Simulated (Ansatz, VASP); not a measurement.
# Two plane-wave programs on Si

```xyz
2
Lattice="2.6656 0.0000 0.0000 -1.3328 2.3085 0.0000 0.0000 0.0000 4.4964" Properties=species:S:1:pos:R:3 pbc="T T T"
Si    0.0000    1.5390    1.1241
Si    1.3328    0.7695    3.3723
```

Alike in both runs: task single point; functional LDA; k mesh 15 × 15 × 8; occupations fermi-dirac, width 0.1 eV; no spin polarisation.

|  | VASP | Ansatz |
| --- | --- | --- |
| version | VASP 6.6.1 | Ansatz 0.2.0 |
| potentials or method | VASP PAW LDA potentials, release 64 (Si), cutoff 520 eV | plane waves (420 eV) with PAW, scalar-relativistic |
| valence electrons in the cell | 8 | 8 |

```tsv
	VASP	Ansatz	Ansatz less VASP
pressure (GPa)	-0.3	-0.3	-0.07
traceless stress, the component that is largest in VASP (GPa)	0.87	0.87	-0.003
```

Ansatz warns that its potentials were made for another functional, while VASP's fit it. LDA's correlation is that of Perdew and Zunger in VASP and of Perdew and Wang (1992) in Ansatz.
